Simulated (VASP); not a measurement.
# La3Tl (Pm-3m) in VASP: further runs, part 2 of 2

VASP 6.6.1. The steps go on from the part before.

### Step 4. Electric field gradients, LDA (33.04 Å³/atom)

This run uses another cell than the first one, of 33.04 Å³/atom.

Input file INCAR:

```
SYSTEM = La3Tl
  ALGO = Normal
  EDIFF = 1E-8
  ENCUT = 520
  GGA = CA
  ISIF = 2
  ISMEAR = -1
  LASPH = .TRUE.
  LCHARG = .FALSE.
  LEFG = .TRUE.
  LREAL = .FALSE.
  LWAVE = .FALSE.
  NBANDS = 31
  NELM = 100
  PREC = Accurate
  SIGMA = 0.08
```

Input file KPOINTS:

```
k-points
0
G
  8 8 8
  0 0 0
```

Input file POSCAR:

```
La3Tl
1.0
    5.0935109104      0.0000000000      0.0000000000
    0.0000000000      5.0935109104      0.0000000000
    0.0000000000      0.0000000000      5.0935109104
La Tl
3 1
Direct
    0.0000000000      0.5000000000      0.5000000000
    0.5000000000      0.0000000000      0.5000000000
    0.5000000000      0.5000000000      0.0000000000
    0.0000000000      0.0000000000      0.0000000000
```

Potentials or basis: VASP PAW LDA potentials, release 64 (La, Tl_d).

Started as:

```bash
> cat potpaw_LDA.64/La/POTCAR potpaw_LDA.64/Tl_d/POTCAR > POTCAR
> mpirun -np 1 vasp_std > vasp.out
```

OUTCAR:

```text
SYSTEM = La3Tl
   EDIFF = 1E-8
   ENCUT = 520
   GGA = CA
   ISIF = 2
   ISMEAR = -1
   LASPH = .TRUE.
   LREAL = .FALSE.
   NELM = 100
   PREC = Accurate

 ion  position               nearest neighbor table
   1  0.000  0.500  0.500-   2 3.60   3 3.60   4 3.60   3 3.60   4 3.60   2 3.60   4 3.60   4 3.60
                             2 3.60   3 3.60   3 3.60   2 3.60
   2  0.500  0.000  0.500-   1 3.60   3 3.60   4 3.60   3 3.60   4 3.60   1 3.60   3 3.60   3 3.60
                             1 3.60   4 3.60   4 3.60   1 3.60
   3  0.500  0.500  0.000-   1 3.60   2 3.60   4 3.60   1 3.60   2 3.60   2 3.60   4 3.60   2 3.60
                             1 3.60   4 3.60   1 3.60   4 3.60
   4  0.000  0.000  0.000-   1 3.60   2 3.60   3 3.60   1 3.60   2 3.60   1 3.60   3 3.60   1 3.60
                             2 3.60   3 3.60   2 3.60   3 3.60

  LATTYP: Found a simple cubic cell.
 ALAT       =     5.0935109104

  Lattice vectors:

 A1 = (   5.0935109104,   0.0000000000,   0.0000000000)
 A2 = (   0.0000000000,   5.0935109104,   0.0000000000)
 A3 = (   0.0000000000,   0.0000000000,   5.0935109104)

Analysis of symmetry for initial positions (statically):
=====================================================================
 Subroutine PRICEL returns:
 Original cell was already a primitive cell.

 Routine SETGRP: Setting up the symmetry group for a
 simple cubic supercell.

 Subroutine GETGRP returns: Found 48 space group operations
 (whereof 48 operations were pure point group operations)
 out of a pool of 48 trial point group operations.

The static configuration has the point symmetry O_h .

Analysis of symmetry for dynamics (positions and initial velocities):
[... 990 lines left out ...]
  FORCE on cell =-STRESS in cart. coord.  units (eV):
  Direction    XX          YY          ZZ          XY          YZ          ZX
  --------------------------------------------------------------------------------------
  -------------------------------------------------------------------------------------
  Total       -3.5167502     -3.5167502     -3.5167502     -0.0000000     -0.0000000      0.0000000
  in kB      -42.6383493    -42.6383493    -42.6383493     -0.0000000     -0.0000000      0.0000000
  external PRESSURE =     -42.6383493 kB  Pullay stress =       0.0000000 kB

 VOLUME and BASIS-vectors are now :
 -----------------------------------------------------------------------------
  energy-cutoff  :      520.00
  volume of cell :      132.15
      direct lattice vectors                 reciprocal lattice vectors
     5.093510910  0.000000000  0.000000000     0.196328234  0.000000000  0.000000000
     0.000000000  5.093510910  0.000000000     0.000000000  0.196328234  0.000000000
     0.000000000  0.000000000  5.093510910     0.000000000  0.000000000  0.196328234

 POSITION                                       TOTAL-FORCE (eV/Angst)
 -----------------------------------------------------------------------------------
      0.00000      2.54676      2.54676         0.000000      0.000000      0.000000
      2.54676      0.00000      2.54676         0.000000      0.000000      0.000000
      2.54676      2.54676      0.00000         0.000000      0.000000      0.000000
      0.00000      0.00000      0.00000         0.000000      0.000000      0.000000
 -----------------------------------------------------------------------------------
    total drift:                                0.000000     -0.000000     -0.000000

  FREE ENERGIE OF THE ION-ELECTRON SYSTEM (eV)
  ---------------------------------------------------
  free  energy   TOTEN  =       -20.7627262761 eV

  energy  without entropy=      -20.6363291562  energy(sigma->0) =      -20.69952772

 Electric field gradients (V/A^2)
---------------------------------------------------------------------
 ion       V_xx      V_yy      V_zz      V_xy      V_xz      V_yz
---------------------------------------------------------------------
   1     120.792   -60.396   -60.396    -0.000     0.000    -0.000
   2     -60.396   120.792   -60.396    -0.000    -0.000     0.000
   3     -60.396   -60.396   120.792    -0.000    -0.000     0.000
   4      -0.000     0.000    -0.000    -0.000    -0.000    -0.000
---------------------------------------------------------------------

 Electric field gradients after diagonalization (V/A^2)
 (convention: |V_zz| > |V_xx| > |V_yy|)
----------------------------------------------------------------------
 ion       V_xx      V_yy      V_zz     asymmetry (V_yy - V_xx)/ V_zz
----------------------------------------------------------------------
   1     -60.396   -60.396   120.792       0.000
   2     -60.396   -60.396   120.792       0.000
   3     -60.396   -60.396   120.792       0.000
   4       0.000    -0.000    -0.000       0.534
----------------------------------------------------------------------

           NMR quadrupolar parameters

 Cq : quadrupolar parameter    Cq=e*Q*V_zz/h
 eta: asymmetry parameters     (V_yy - V_xx)/ V_zz
 Q  : nuclear electric quadrupole moment in mb (millibarn)
----------------------------------------------------------------------
 ion       Cq(MHz)       eta       Q (mb)
----------------------------------------------------------------------
   1       0.292       0.000       1.000
   2       0.292       0.000       1.000
   3       0.292       0.000       1.000
   4      -0.000       0.534       1.000
----------------------------------------------------------------------
```

OSZICAR:

```text
N       E                     dE             d eps       ncg     rms          rms(c)
DAV:   1     0.569774895452E+03    0.56977E+03   -0.16486E+04  2178   0.210E+03
DAV:   2     0.120377839044E+03   -0.44940E+03   -0.43528E+03  3042   0.371E+02
DAV:   3    -0.513974637942E+01   -0.12552E+03   -0.12255E+03  3448   0.213E+02
DAV:   4    -0.192883343778E+02   -0.14149E+02   -0.13586E+02  4060   0.825E+01
DAV:   5    -0.209380065001E+02   -0.16497E+01   -0.15983E+01  4268   0.271E+01    0.516E+00
DAV:   6    -0.207765870366E+02    0.16142E+00   -0.32600E+00  3780   0.109E+01    0.273E+00
DAV:   7    -0.207691962957E+02    0.73907E-02   -0.40549E-01  4180   0.525E+00    0.134E+00
DAV:   8    -0.207620119161E+02    0.71844E-02   -0.54965E-02  4220   0.168E+00    0.202E-01
DAV:   9    -0.207625495825E+02   -0.53767E-03   -0.83412E-03  4188   0.740E-01    0.940E-02
DAV:  10    -0.207627085751E+02   -0.15899E-03   -0.14867E-03  4212   0.267E-01    0.244E-02
DAV:  11    -0.207627224940E+02   -0.13919E-04   -0.22509E-04  4060   0.110E-01    0.584E-03
DAV:  12    -0.207627256391E+02   -0.31451E-05   -0.33228E-05  4244   0.378E-02    0.303E-03
DAV:  13    -0.207627261526E+02   -0.51346E-06   -0.57210E-06  3996   0.196E-02    0.278E-03
DAV:  14    -0.207627262670E+02   -0.11447E-06   -0.15072E-06  3916   0.878E-03    0.238E-03
DAV:  15    -0.207627262753E+02   -0.82896E-08   -0.44127E-07  3636   0.636E-03    0.924E-04
DAV:  16    -0.207627262761E+02   -0.77580E-09   -0.73272E-08  2956   0.217E-03
   1 F= -.20762726E+02 E0= -.20699528E+02  d E =-.126397E+00
```

stdout:

```text
POSCAR found type information on POSCAR LaTl
 POSCAR found :  2 types and       4 ions
 scaLAPACK will be used
 LDA part: xc-table for (Slater(with rela. corr.)+CA(PZ))
 , standard interpolation
 POSCAR, INCAR and KPOINTS ok, starting setup
 FFT: planning ... GRIDC
 FFT: planning ... GRID_SOFT
 FFT: planning ... GRID
 WAVECAR not read
 entering main loop
ion   1

ion   2

ion   3

ion   4
```

Run time: 2.8 min. Hardware: 1 thread of Intel Xeon Platinum 8488C (Sapphire Rapids), shared host; peak memory 0.29 GiB.

Results:

| Property | Result |
| --- | --- |
| Free energy | -20.7627 eV |
| Pressure | -4.3 GPa |
| Band gap on the k mesh | zero (bands 23 and 24 overlap by 1.02 eV) |
| Largest electric field gradient by atom | La +120.8; Tl +0.0 V/Å² |

Electric field gradients, principal values (V/Å²):
```tsv
atom	least	middle	greatest (by size)
1 La	-60.396	-60.396	120.792
2 La	-60.396	-60.396	120.792
3 La	-60.396	-60.396	120.792
4 Tl	0.000	0.000	0.000
```

Caveat: the cell stands under tension; without QUAD_EFG the Cq values of the log hold for a quadrupole moment of 1 mb, not for the nuclei; spin-orbit coupling is left out, which moves the levels of the heavy elements.
